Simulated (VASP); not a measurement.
# Gd (Im-3m) in VASP: further runs, part 2 of 2

VASP 6.6.1.

## (3) Single point, PBEsol, collinear spin, ferromagnetic start

This run uses another cell than the first one, of 35.21 Å³/atom, 1.019 times its volume.

INCAR reads:

```
SYSTEM = Gd
ALGO = Normal ; EDIFF = 1E-6
ENCUT = 520 ; GGA = PS
ISIF = 2 ; ISMEAR = -1
ISPIN = 2 ; LASPH = .True.
LCHARG = .True. ; LELF = .True.
LMAXMIX = 6 ; LORBIT = 11
LREAL = .False. ; LVHAR = .True.
LWAVE = .False. ; MAGMOM = 7
NBANDS = 19 ; NELM = 150
PREC = Accurate ; SIGMA = 0.05
```

KPOINTS reads:

```
k-points
0
Gamma
  9 9 9
  0 0 0
```

POSCAR reads:

```
Gd
1.0
   -2.0647159654      2.0647159654      2.0647159654
    2.0647159654     -2.0647159654      2.0647159654
    2.0647159654      2.0647159654     -2.0647159654
Gd
1
Direct
    0.0000000000      0.0000000000      0.0000000000
```

Potentials or basis: VASP PAW PBE potentials, release 64 (Gd).

Run with:

```bash
> cat potpaw_PBE.64/Gd/POTCAR > POTCAR
> mpirun -np 1 vasp_std > vasp.out
```

OUTCAR:

```text
SYSTEM = Gd
   EDIFF = 1E-6
   ENCUT = 520
   GGA = PS
   ISIF = 2
   ISMEAR = -1
   ISPIN = 2
   LASPH = .True.
   LORBIT = 11
   LREAL = .False.
   NELM = 150
   PREC = Accurate

 ion  position               nearest neighbor table
   1  0.000  0.000  0.000-

  LATTYP: Found a body centered cubic cell.
 ALAT       =     4.1294319308

  Lattice vectors:

 A1 = (  -2.0647159654,   2.0647159654,   2.0647159654)
 A2 = (   2.0647159654,  -2.0647159654,   2.0647159654)
 A3 = (   2.0647159654,   2.0647159654,  -2.0647159654)

Analysis of symmetry for initial positions (statically):
=====================================================================
 Subroutine PRICEL returns:
 Original cell was already a primitive cell.

 Routine SETGRP: Setting up the symmetry group for a
 body centered cubic supercell.

 Subroutine GETGRP returns: Found 48 space group operations
 (whereof 48 operations were pure point group operations)
 out of a pool of 48 trial point group operations.

The static configuration has the point symmetry O_h .

Analysis of symmetry for dynamics (positions and initial velocities):
=====================================================================
 Subroutine PRICEL returns:
 Original cell was already a primitive cell.

 Routine SETGRP: Setting up the symmetry group for a
 body centered cubic supercell.

 Subroutine GETGRP returns: Found 48 space group operations
 (whereof 48 operations were pure point group operations)
 out of a pool of 48 trial point group operations.

The dynamic configuration has the point symmetry O_h .

Analysis of structural, dynamic, and magnetic symmetry:
=====================================================================
 Subroutine PRICEL returns:
 Original cell was already a primitive cell.

 Routine SETGRP: Setting up the symmetry group for a
 body centered cubic supercell.

 Subroutine GETGRP returns: Found 48 space group operations
 (whereof 48 operations were pure point group operations)
 out of a pool of 48 trial point group operations.

The overall configuration has the point symmetry O_h .

 Subroutine INISYM returns: Found 48 space group operations
 (whereof 48 operations are pure point group operations),
 and found     1 'primitive' translations

----------------------------------------------------------------------------------------

                                     Primitive cell

  volume of cell :      35.2080

  direct lattice vectors                    reciprocal lattice vectors
    -2.064715965  2.064715965  2.064715965     0.000000000  0.242164060  0.242164060
     2.064715965 -2.064715965  2.064715965     0.242164060  0.000000000  0.242164060
     2.064715965  2.064715965 -2.064715965     0.242164060  0.242164060  0.000000000

  length of vectors
     3.576192955  3.576192955  3.576192955     0.342471697  0.342471697  0.342471697

  position of ions in fractional coordinates (direct lattice)
     0.000000000  0.000000000  0.000000000

  ion indices of the primitive-cell ions
   primitive index   ion index
                 1           1

----------------------------------------------------------------------------------------

 KPOINTS: k-points

Automatic generation of k-mesh.
 Grid dimensions read from file:
 generate k-points for:    9    9    9

 Generating k-lattice:

[... 48 lines left out ...]
   ions per type =               1
   NGX,Y,Z   is equivalent  to a cutoff of  13.02, 13.02, 13.02 a.u.
   NGXF,Y,Z  is equivalent  to a cutoff of  26.03, 26.03, 26.03 a.u.
 SYSTEM =  Gd
   PREC   = accura    normal or accurate (medium, high low for compatibility)
   ISTART =      0    job   : 0-new  1-cont  2-samecut
   ICHARG =      2    charge: 1-file 2-atom 10-const
   ISPIN  =      2    spin polarized calculation?
   LNONCOLLINEAR =      F non collinear calculations
   LSORBIT =      F    spin-orbit coupling
   LASPH  =      T    aspherical Exc in radial PAW
   ENCUT  =  520.0 eV  38.22 Ry    6.18 a.u.   6.65  6.65  6.65*2*pi/ulx,y,z
   NELM   =    150;   NELMIN=  2; NELMDL= -5     # of ELM steps
   EDIFF  = 0.1E-05   stopping-criterion for ELM
   LREAL  =      F    real-space projection
   EDIFFG = 0.1E-04   stopping-criterion for IOM
   NSW    =      0    number of steps for IOM
   IBRION =     -1    ionic relax: 0-MD 1-quasi-New 2-CG
   NFREE  =      0    steps in history (QN), initial steepest desc. (CG)
   ISIF   =      2    stress and relaxation
   ISYM   =      2    0-nonsym 1-usesym 2-fastsym
   POTIM  = 0.5000    time-step for ionic-motion
   TEBEG  =    0.0;   TEEND  =   0.0 temperature during run
   PSTRESS=    0.0 pullay stress
   NELECT =      18.0000    total number of electrons
   NUPDOWN=      -1.0000    fix difference up-down
   EMIN   =  10.00;   EMAX   =-10.00  energy-range for DOS
   EFERMI =   0.00;   METHOD = LEGACY
   ISMEAR =    -1;   SIGMA  =   0.05  broadening in eV -4-tet -1-fermi 0-gaus
   EFERMI_NEDOS =   21; number of points for ismear=-14 and -15
   IALGO  =     38    algorithm
   IMIX   =      4    mixing-type and parameters
     AMIX     =   0.40;   BMIX     =  1.00
     AMIX_MAG =   1.60;   BMIX_MAG =  1.00
  volume/ion in A,a.u.               =      35.21       237.60
  Fermi-wavevector in a.u.,A,eV,Ry     =   1.309037  2.473722 23.314653  1.713579
  Thomas-Fermi vector in A             =   2.439663
   LORBIT       =     11    0 simple, 1 ext, 2 COOP (PROOUT), +10 PAW based schemes
   GGA     = PS    functional components
   LHFCALC =     F    Hartree Fock is set to
   AEXX    =    0.0000 exact exchange contribution
   IVDW    =     0    specifies the selected vdW correction
   LEPSILON=     F    determine dielectric tensor
   LRPA    =     F    only Hartree local field effects (RPA)
 spin polarized calculation
  energy-cutoff  :      520.00
  volume of cell :       35.21
 maximum number of plane-waves:       960
   NGX = 13   NGY = 13   NGZ = 13

 number of electron      17.9999995 magnetization       7.6326162

 Free energy of the ion-electron system (eV)
  ---------------------------------------------------
  ext. energy  EPLUGINS =         0.00000000
  ---------------------------------------------------
  free energy    TOTEN  =       -11.90458332 eV

  energy without entropy =      -11.88647864  energy(sigma->0) =      -11.89553098

 E-fermi :   2.5542     XC(G=0):  -9.8339

 val. band max:        2.5376089880   @ k =   0.3333   0.2222   0.1111
 cond. band min:       2.5626980825   @ k =  -0.3333  -0.4444   0.1111
 fundamental gap:      0.0250890945
 Fermi energy:         2.5542259155

 spin component 1

 k-point     1 :       0.0000    0.0000    0.0000
  band No.  band energies     occupation
      1     -42.7998      1.00000
      2     -19.8852      1.00000
      3     -19.8852      1.00000
      4     -19.8852      1.00000
      5      -2.4353      1.00000
      6      -2.3455      1.00000
[... 517 lines left out ...]
     18       9.5893      0.00000
     19      12.0267      0.00000

 [... further k-points ...]

 spin component 2

 k-point     1 :       0.0000    0.0000    0.0000
  band No.  band energies     occupation
      1     -39.5819      1.00000
      2     -17.4668      1.00000
      3     -17.4668      1.00000
      4     -17.4668      1.00000
      5      -1.5730      1.00000
      6       2.8374      0.00346
[... 517 lines left out ...]
     18      10.9993      0.00000
     19      13.3174      0.00000

 [... further k-points ...]

------------------------ aborting loop because EDIFF is reached ----------------------------------------

  FORCE on cell =-STRESS in cart. coord.  units (eV):
  Direction    XX          YY          ZZ          XY          YZ          ZX
  --------------------------------------------------------------------------------------
  -------------------------------------------------------------------------------------
  Total       -0.9996883     -0.9996883     -0.9996883      0.0000000     -0.0000000      0.0000000
  in kB      -45.4919177    -45.4919177    -45.4919177      0.0000000     -0.0000000      0.0000000
  external PRESSURE =     -45.4919177 kB  Pullay stress =       0.0000000 kB

 VOLUME and BASIS-vectors are now :
 -----------------------------------------------------------------------------
  energy-cutoff  :      520.00
  volume of cell :       35.21
      direct lattice vectors                 reciprocal lattice vectors
    -2.064715965  2.064715965  2.064715965     0.000000000  0.242164060  0.242164060
     2.064715965 -2.064715965  2.064715965     0.242164060  0.000000000  0.242164060
     2.064715965  2.064715965 -2.064715965     0.242164060  0.242164060  0.000000000

 POSITION                                       TOTAL-FORCE (eV/Angst)
 -----------------------------------------------------------------------------------
      0.00000      0.00000      0.00000        -0.000000      0.000000     -0.000000
 -----------------------------------------------------------------------------------
    total drift:                               -0.000000     -0.000000     -0.000000

  FREE ENERGIE OF THE ION-ELECTRON SYSTEM (eV)
  ---------------------------------------------------
  free  energy   TOTEN  =       -11.9045833233 eV

  energy  without entropy=      -11.8864786395  energy(sigma->0) =      -11.89553098

 total charge

# of ion       s       p       d       f       tot
--------------------------------------------------
    1        2.067   5.546   0.552   6.991  15.157

 magnetization (x)

# of ion       s       p       d       f       tot
--------------------------------------------------
    1        0.002  -0.049   0.235   6.810   6.997
```

OSZICAR:

```text
N       E                     dE             d eps       ncg     rms          rms(c)
DAV:   1     0.974524356578E+02    0.97452E+02   -0.63411E+03  3351   0.474E+03
DAV:   2     0.541984714767E+01   -0.92033E+02   -0.81382E+02  3374   0.324E+02
[... 17 lines left out ...]
DAV:  20    -0.119047533910E+02   -0.68139E-04   -0.26938E-05  4095   0.898E-02    0.114E+00
DAV:  21    -0.119047802201E+02   -0.26829E-04   -0.77978E-06  4393   0.546E-02    0.636E-01
DAV:  22    -0.119045907779E+02    0.18944E-03   -0.10680E-03  3328   0.750E-01    0.797E-01
DAV:  23    -0.119045857148E+02    0.50630E-05   -0.99009E-05  4183   0.196E-01    0.111E+00
DAV:  24    -0.119045841732E+02    0.15416E-05   -0.96793E-06  4593   0.494E-02    0.821E-01
DAV:  25    -0.119045833233E+02    0.84997E-06   -0.44801E-06  4068   0.357E-02
   1 F= -.11904583E+02 E0= -.11895531E+02  d E =-.181047E-01  mag=     7.6337
```

Run time: 56 s. Hardware: 1 thread of Intel Xeon 6975P-C (Granite Rapids), shared host; peak memory 0.2 GiB.

What came out:

```
Free energy                                           : -11.9046 eV
Pressure                                              : -4.5 GPa
Net moment                                            : 7.63 μB per cell
Site moments                                          : Gd +7.00 μB
Valence electrons inside the program's atomic spheres : Gd 15.16
```

Caveat: the PAW data sets were made with another functional, which shifts forces and pressure a little; spin-orbit coupling is left out, which moves the levels of the heavy elements. The state reached can hang on the start; a lower one may exist.

## (4) Single point, PBE, collinear spin, ferromagnetic start (volume scaled by 0.96)

INCAR reads:

```
SYSTEM = Gd
PREC = Accurate ; ENCUT = 520
EDIFF = 1E-6 ; ISMEAR = -1
SIGMA = 0.05 ; LREAL = .False.
LASPH = .True. ; NELM = 150
ALGO = Normal ; ISIF = 2
LWAVE = .False. ; LCHARG = .False.
ISPIN = 2 ; MAGMOM = 7
LORBIT = 11 ; LMAXMIX = 6
GGA = PE ; NBANDS = 19
```

KPOINTS reads:

```
Automatic mesh
0
Gamma
  9 9 9
  0 0 0
```

POSCAR reads:

```
Gd
1.0
   -1.9976317802      1.9976317802      1.9976317802
    1.9976317802     -1.9976317802      1.9976317802
    1.9976317802      1.9976317802     -1.9976317802
Gd
1
Direct
    0.0000000000      0.0000000000      0.0000000000
```

Run with:

```bash
> cat potpaw_PBE.64/Gd/POTCAR > POTCAR
> mpirun -np 1 vasp_std > vasp.out
```

Run time: 97 s. Hardware: 1 thread of Intel Xeon Platinum 8375C at 2.90GHz (Ice Lake), shared host; peak memory 0.19 GiB.

It converged, with:

* Free energy: -11.6170 eV
* Pressure: 1.6 GPa
* Net moment: 7.58 μB per cell
* Site moments: Gd +7.00 μB
* Valence electrons inside the program's atomic spheres: Gd 15.22

Levels at points of the mesh, in eV from the Fermi level:
Spin up:
```csv
k point,band 11,band 12,band 13,band 14,band 15,band 16
"(0.00, 0.00, 0.00)",-4.75,-4.72,1.31,1.31,1.31,3.64
```
Spin down:
| k point | band 1 | band 2 | band 3 | band 4 | band 5 | band 6 | band 7 | band 8 | band 9 | band 10 |
| --- | --- | --- | --- | --- | --- | --- | --- | --- | --- | --- |
| (0.00, 0.00, 0.00) | -42.03 | -19.84 | -19.84 | -19.84 | -4.27 | 0.39 | 0.39 | 0.39 | 0.72 | 0.72 |

Caveat: the cell differs from its parent crystal (volume scaled by 0.96); spin-orbit coupling is left out, which moves the levels of the heavy elements.

## (5) Single point, PBE, collinear spin, ferromagnetic start (volume scaled by 1.04)

INCAR reads:

```
SYSTEM = Gd
PREC = Accurate
ENCUT = 520
EDIFF = 1E-6
ISMEAR = -1
SIGMA = 0.05
LREAL = .FALSE.
LASPH = .TRUE.
NELM = 150
ALGO = Normal
ISIF = 2
LWAVE = .FALSE.
LCHARG = .FALSE.
ISPIN = 2
MAGMOM = 7
LORBIT = 11
LMAXMIX = 6
GGA = PE
NBANDS = 19
```

KPOINTS reads:

```
regular mesh
0
G
  9 9 9
  0 0 0
```

POSCAR reads:

```
Gd
1.0
   -2.0516477927      2.0516477927      2.0516477927
    2.0516477927     -2.0516477927      2.0516477927
    2.0516477927      2.0516477927     -2.0516477927
Gd
1
Direct
    0.0000000000      0.0000000000      0.0000000000
```

Run with:

```bash
> cat potpaw_PBE.64/Gd/POTCAR > POTCAR
> mpirun -np 1 vasp_std > vasp.out
```

It took 2 min on 1 thread of Intel Xeon Platinum 8375C at 2.90GHz (Ice Lake), shared host; peak memory 0.2 GiB.

It converged, with:

| Property | Result |
| --- | --- |
| Free energy | -11.6180 eV |
| Pressure | -1.4 GPa |
| Net moment | 7.62 μB per cell |
| Site moments | Gd +6.99 μB |
| Valence electrons inside the program's atomic spheres | Gd 15.18 |

Levels at points of the mesh, in eV from the Fermi level:
Spin up:
```
           k point  band 11  band 12  band 13  band 14  band 15  band 16
(0.00, 0.00, 0.00)    -4.87    -4.84     1.26     1.26     1.26     3.40
```
Spin down:
```
           k point  band 1  band 2  band 3  band 4  band 5  band 6  band 7  band 8  band 9  band 10
(0.00, 0.00, 0.00)  -42.14  -20.04  -20.04  -20.04   -4.15    0.31    0.31    0.31    0.59     0.59
```

Caveat: the cell differs from its parent crystal (volume scaled by 1.04); spin-orbit coupling is left out, which moves the levels of the heavy elements. The state reached can hang on the start; a lower one may exist.

## (6) The runs side by side

| level | cell | gap on the mesh (eV) | pressure (GPa) | moment (μB) |
| --- | --- | --- | --- | --- |
| PBEsol | a = 3.554 Å, angles 109.5°, 1 atom | none | -3.4 | 7.62 |
| PBEsol | a = 3.576 Å, angles 109.5°, 1 atom | none | -4.5 | 7.63 |
| PBE | a = 3.460 Å, angles 109.5°, 1 atom | none | 1.6 | 7.58 |
| PBE | a = 3.554 Å, angles 109.5°, 1 atom | none | -1.4 | 7.62 |

Alike in all rows: task single point; potentials or basis VASP PAW PBE potentials, release 64 (Gd); spin collinear, ferromagnetic start; k mesh 9 × 9 × 9; cutoff (eV) 520; smearing fermi-dirac 0.05 eV.

Caveats: spin-orbit coupling is left out, which moves the levels of the heavy elements; the PAW data sets were made with another functional, which shifts forces and pressure a little (some runs).

Absolute energies hang on the potentials; compare differences alone.
